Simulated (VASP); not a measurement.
# Ba (Pm-3m) in VASP: a series of runs, part 2 of 2

VASP 6.6.1. The steps go on from the part before.

**3. Single point, PBEsol+D3(BJ), non-collinear spin, zero start, spin-orbit coupling (volume scaled by 1.06)**

INCAR reads:

```
PREC = Accurate ; ENCUT = 520
EDIFF = 1E-7 ; ISMEAR = 0
SIGMA = 0.01 ; LREAL = False
LASPH = True ; NELM = 150
ALGO = Normal ; ISIF = 2
LWAVE = False ; LCHARG = False
MAGMOM = 0 0 0 ; LORBIT = 11
LSORBIT = True ; GGA_COMPAT = False
LORBMOM = True ; GGA = PS
IVDW = 12 ; NBANDS = 21
```

KPOINTS reads:

```
Automatic mesh
0
Gamma
  7 7 7
```

POSCAR reads:

```
Ba
1.0
    3.7082164127      0.0000000000      0.0000000000
    0.0000000000      3.7082164127      0.0000000000
    0.0000000000      0.0000000000      3.7082164127
Ba
1
Direct
    0.0000000000      0.0000000000      0.0000000000
```

Potentials or basis: VASP PAW PBE potentials, release 64 (Ba_sv).

Launch:

```bash
$ cat potpaw_PBE.64/Ba_sv/POTCAR > POTCAR
$ mpirun -np 1 vasp_ncl > vasp.out
```

OUTCAR:

```text
PREC = Accurate
   ENCUT = 520
   EDIFF = 1E-7
   ISMEAR = 0
   LREAL = False
   LASPH = True
   NELM = 150
   ISIF = 2
   LORBIT = 11
   LSORBIT = True
   GGA = PS
   IVDW = 12
 IVDW          = 12

 ion  position               nearest neighbor table
   1  0.000  0.000  0.000-

  LATTYP: Found a simple cubic cell.
 ALAT       =     3.7082164127

  Lattice vectors:

 A1 = (   3.7082164127,   0.0000000000,   0.0000000000)
 A2 = (   0.0000000000,   3.7082164127,   0.0000000000)
 A3 = (   0.0000000000,   0.0000000000,   3.7082164127)

Analysis of symmetry for initial positions (statically):
=====================================================================
 Subroutine PRICEL returns:
 Original cell was already a primitive cell.

 Routine SETGRP: Setting up the symmetry group for a
 simple cubic supercell.

 Subroutine GETGRP returns: Found 48 space group operations
 (whereof 48 operations were pure point group operations)
 out of a pool of 48 trial point group operations.

The static configuration has the point symmetry O_h .

Analysis of symmetry for dynamics (positions and initial velocities):
=====================================================================
 Subroutine PRICEL returns:
 Original cell was already a primitive cell.

 Routine SETGRP: Setting up the symmetry group for a
 simple cubic supercell.

 Subroutine GETGRP returns: Found 48 space group operations
 (whereof 48 operations were pure point group operations)
 out of a pool of 48 trial point group operations.

The dynamic configuration has the point symmetry O_h .

Analysis of structural, dynamic, and magnetic symmetry:
=====================================================================
 Subroutine PRICEL returns:
 Original cell was already a primitive cell.

 Routine SETGRP: Setting up the symmetry group for a
 simple cubic supercell.

 Subroutine GETGRP returns: Found 48 space group operations
 (whereof 48 operations were pure point group operations)
 out of a pool of 48 trial point group operations.

The overall configuration has the point symmetry O_h .

 Subroutine INISYM returns: Found 48 space group operations
 (whereof 48 operations are pure point group operations),
 and found     1 'primitive' translations

----------------------------------------------------------------------------------------

                                     Primitive cell

  volume of cell :      50.9912

  direct lattice vectors                    reciprocal lattice vectors
     3.708216413  0.000000000  0.000000000     0.269671424  0.000000000  0.000000000
     0.000000000  3.708216413  0.000000000     0.000000000  0.269671424  0.000000000
     0.000000000  0.000000000  3.708216413     0.000000000  0.000000000  0.269671424

  length of vectors
     3.708216413  3.708216413  3.708216413     0.269671424  0.269671424  0.269671424

  position of ions in fractional coordinates (direct lattice)
     0.000000000  0.000000000  0.000000000

[... 94 lines left out ...]
   LORBIT       =     11    0 simple, 1 ext, 2 COOP (PROOUT), +10 PAW based schemes
   GGA     = PS    functional components
   LHFCALC =     F    Hartree Fock is set to
   AEXX    =    0.0000 exact exchange contribution
   IVDW    =    12    specifies the selected vdW correction
   LEPSILON=     F    determine dielectric tensor
   LRPA    =     F    only Hartree local field effects (RPA)
 Gauss-broadening in eV      SIGMA  =   0.01
  energy-cutoff  :      520.00
  volume of cell :       50.99
 maximum number of plane-waves:      2776
 NGX is ok and might be reduce to    28
   NGX = 13   NGY = 13   NGZ = 13

 number of electron      10.0000000 magnetization       0.0000000      0.0000000      0.0000000

 number of electron       9.9999999 magnetization      -0.0000000     -0.0000000     -0.0000000

 number of electron       9.9999999 magnetization       0.0000000     -0.0000000      0.0000000

 number of electron       9.9999999 magnetization      -0.0000000      0.0000000     -0.0000000

 Free energy of the ion-electron system (eV)
  ---------------------------------------------------
  ext. energy  EPLUGINS =         0.00000000
  ---------------------------------------------------
  free energy    TOTEN  =        -2.02962979 eV

  energy without entropy =       -2.02920481  energy(sigma->0) =       -2.02941730

 E-fermi :   2.1514     XC(G=0):  -8.2154

 val. band max:        2.1494811612   @ k =   0.4286   0.1429   0.1429
 cond. band min:       2.1798084712   @ k =   0.4286   0.4286   0.4286
 fundamental gap:      0.0303273100
 Fermi energy:         2.1513954456

 k-point     1 :       0.0000    0.0000    0.0000
  band No.  band energies     occupation
      1     -26.7429      1.00000
      2     -26.7429      1.00000
      3     -12.7224      1.00000
      4     -12.7224      1.00000
      5     -10.6805      1.00000
      6     -10.6805      1.00000
[... 469 lines left out ...]
     20       8.7771      0.00000
     21       9.6644      0.00000

------------------------ aborting loop because EDIFF is reached ----------------------------------------

 Edisp (eV)   -0.31230

 E8    (eV) :    -0.2463

  FORCE on cell =-STRESS in cart. coord.  units (eV):
  Direction    XX          YY          ZZ          XY          YZ          ZX
  --------------------------------------------------------------------------------------
  -------------------------------------------------------------------------------------
  Total       0.00655     0.00655     0.00655     0.00000     0.00000    -0.00000
  in kB       0.20570     0.20570     0.20570     0.00000     0.00000    -0.00000
  external pressure =        0.21 kB  Pullay stress =        0.00 kB

 VOLUME and BASIS-vectors are now :
 -----------------------------------------------------------------------------
  energy-cutoff  :      520.00
  volume of cell :       50.99
      direct lattice vectors                 reciprocal lattice vectors
     3.708216413  0.000000000  0.000000000     0.269671424  0.000000000  0.000000000
     0.000000000  3.708216413  0.000000000     0.000000000  0.269671424  0.000000000
     0.000000000  0.000000000  3.708216413     0.000000000  0.000000000  0.269671424

 POSITION                                       TOTAL-FORCE (eV/Angst)
 -----------------------------------------------------------------------------------
      0.00000      0.00000      0.00000         0.000000      0.000000      0.000000
 -----------------------------------------------------------------------------------
    total drift:                               -0.000000      0.000000     -0.000000

  FREE ENERGIE OF THE ION-ELECTRON SYSTEM (eV)
  ---------------------------------------------------
  free  energy   TOTEN  =        -2.3419296678 eV

  energy  without entropy=       -2.3415046909  energy(sigma->0) =       -2.34171718

 orbital moment (x)

 # of ion     p       d       tot
 ----------------------------------------
  1         0.000  -0.000  -0.000
 ----------------------------------------
            0.000  -0.000  -0.000

 orbital moment (y)

 # of ion     p       d       tot
 ----------------------------------------
  1         0.000   0.000   0.000
 ----------------------------------------
            0.000   0.000   0.000

 orbital moment (z)

 # of ion     p       d       tot
 ----------------------------------------
  1         0.000   0.000   0.000
 ----------------------------------------
            0.000   0.000   0.000

 Spin-Orbit-Coupling matrix elements

 Ion:    1  E_soc:     -0.4055429
 l=   1
     0.0000000    -0.0671155    -0.0671155
    -0.0671155     0.0000000    -0.0671155
    -0.0671155    -0.0671155     0.0000000
 l=   2
     0.0000000    -0.0003763     0.0000000    -0.0003763    -0.0000987
    -0.0003763     0.0000000    -0.0000740    -0.0003763    -0.0000247
     0.0000000    -0.0000740     0.0000000    -0.0000740     0.0000000
    -0.0003763    -0.0003763    -0.0000740     0.0000000    -0.0000247
    -0.0000987    -0.0000247     0.0000000    -0.0000247     0.0000000
 l=   3
     0.0000000     0.0000000     0.0000000     0.0000000     0.0000000     0.0000000     0.0000000
     0.0000000     0.0000000     0.0000000     0.0000000     0.0000000     0.0000000     0.0000000
     0.0000000     0.0000000     0.0000000     0.0000000     0.0000000     0.0000000     0.0000000
     0.0000000     0.0000000     0.0000000     0.0000000     0.0000000     0.0000000     0.0000000
     0.0000000     0.0000000     0.0000000     0.0000000     0.0000000     0.0000000     0.0000000
     0.0000000     0.0000000     0.0000000     0.0000000     0.0000000     0.0000000     0.0000000
     0.0000000     0.0000000     0.0000000     0.0000000     0.0000000     0.0000000     0.0000000

 total charge

# of ion       s       p       d       tot
------------------------------------------
    1        2.057   5.518   0.404   7.980

 magnetization (x)

# of ion       s       p       d       tot
------------------------------------------
    1        0.000   0.000  -0.000  -0.000

 magnetization (y)

# of ion       s       p       d       tot
------------------------------------------
    1        0.000   0.000   0.000   0.000

 magnetization (z)

# of ion       s       p       d       tot
------------------------------------------
    1        0.000   0.000   0.000   0.000
```

OSZICAR:

```text
N       E                     dE             d eps       ncg     rms          rms(c)
DAV:   1     0.612601277727E+02    0.61260E+02   -0.40938E+03   840   0.800E+02
DAV:   2     0.197746318294E+01   -0.59283E+02   -0.56837E+02  1135   0.169E+02
DAV:   3    -0.191725130593E+01   -0.38947E+01   -0.38475E+01  1134   0.406E+01
DAV:   4    -0.205213301538E+01   -0.13488E+00   -0.13397E+00  1191   0.577E+00
DAV:   5    -0.205306181510E+01   -0.92880E-03   -0.92874E-03  1101   0.486E-01    0.244E+00
DAV:   6    -0.203689474430E+01    0.16167E-01   -0.14577E-02  1136   0.947E-01    0.141E+00
DAV:   7    -0.202955270441E+01    0.73420E-02   -0.23515E-02  1252   0.116E+00    0.144E-01
DAV:   8    -0.202958121156E+01   -0.28507E-04   -0.29349E-04  1066   0.145E-01    0.671E-02
DAV:   9    -0.202963474042E+01   -0.53529E-04   -0.19259E-04   965   0.110E-01    0.865E-03
DAV:  10    -0.202963093723E+01    0.38032E-05   -0.63216E-06  1018   0.202E-02    0.538E-03
DAV:  11    -0.202962972173E+01    0.12155E-05   -0.20497E-06   994   0.927E-03    0.211E-03
DAV:  12    -0.202962978858E+01   -0.66855E-07   -0.95235E-08   802   0.258E-03
   1 F= -.23419297E+01 E0= -.23417172E+01  d E =-.424977E-03  mag=    -0.0000     0.0000    -0.0000
```

It took 22 s on 1 thread of Intel Xeon Platinum 8488C (Sapphire Rapids), shared host; peak memory 0.26 GiB.

What came out:

```
Free energy                                           : -2.3419 eV
Pressure                                              : 0.0 GPa
Net moment                                            : 0.00 μB per cell
Valence electrons inside the program's atomic spheres : Ba 7.98
Dispersion energy per atom                            : -0.312 eV
```

Moments on the atoms (μB; x, y, z):
```
Ba  0.00 0.00 0.00
```

Caveat: the cell differs from its parent crystal (volume scaled by 1.06); the PAW data sets were made with another functional, which shifts forces and pressure a little.

**4. Single point, PBE**

This run uses another cell than the first one, of 60.13 Å³/atom, 1.202 times its volume.

INCAR reads:

```
PREC     = Accurate       # precision mode
ENCUT    = 520            # plane-wave cutoff, eV
EDIFF    = 1E-6           # SCF threshold, eV
ISMEAR   = -1             # smearing method
SIGMA    = 0.05           # smearing width, eV
LREAL    = F              # projectors in reciprocal space
LASPH    = T              # aspherical terms in the spheres
NELM     = 60             # most SCF steps
ALGO     = Normal         # electronic algorithm
ISIF     = 2              # what is computed and relaxed
LWAVE    = F              # write WAVECAR
LCHARG   = F              # write CHGCAR
GGA      = PE             # functional
NBANDS   = 11             # bands
```

KPOINTS is that of step 3.

POSCAR reads:

```
Ba
1.0
    3.9177175405      0.0000000000      0.0000000000
    0.0000000000      3.9177175405      0.0000000000
    0.0000000000      0.0000000000      3.9177175405
Ba
1
Direct
    0.0000000000      0.0000000000      0.0000000000
```

Launch:

```bash
$ cat potpaw_PBE.64/Ba_sv/POTCAR > POTCAR
$ mpirun -np 1 vasp_std > vasp.out
```

Wall time 7.3 s (1 thread of Intel Xeon 6975P-C, shared host); peak memory 0.17 GiB.

Results (log left out):

```yaml
Free_energy: -1.6044 eV
Pressure: 0.4 GPa
Band_gap_on_the_k_mesh: 0.15 eV, indirect (least direct gap 0.22 eV)
```

Levels at points of the mesh, in eV from the valence-band top:
| k point | band 2 | band 3 | band 4 | band 5 | band 6 | band 7 | band 8 | band 9 |
| --- | --- | --- | --- | --- | --- | --- | --- | --- |
| (0.00, 0.00, 0.00) | -13.83 | -13.83 | -13.83 | -2.46 | 0.15 | 0.15 | 5.09 | 5.09 |

Caveat: spin-orbit coupling is left out, which moves the levels of the heavy elements. A k mesh can miss the band edges.

**5. Summary**

```tsv
level	spin	cell	smearing	pressure (GPa)	moment (μB)
PBEsol+D3(BJ)	non-collinear, zero start, SOC	a = 3.685 Å, 1 atom	gaussian 0.01 eV	-0.3	0.00
PBEsol+D3(BJ)	non-collinear, zero start, SOC	a = 3.708 Å, 1 atom	gaussian 0.01 eV	0.0	0.00
PBE	off	a = 3.918 Å, 1 atom	fermi-dirac 0.05 eV	0.4	-
```

Alike in all rows: task single point; potentials or basis VASP PAW PBE potentials, release 64 (Ba_sv); k mesh 7 × 7 × 7; cutoff (eV) 520.

Caveats: the PAW data sets were made with another functional, which shifts forces and pressure a little (some runs); spin-orbit coupling is left out, which moves the levels of the heavy elements (some runs).

Absolute energies hang on the potentials; compare differences alone.
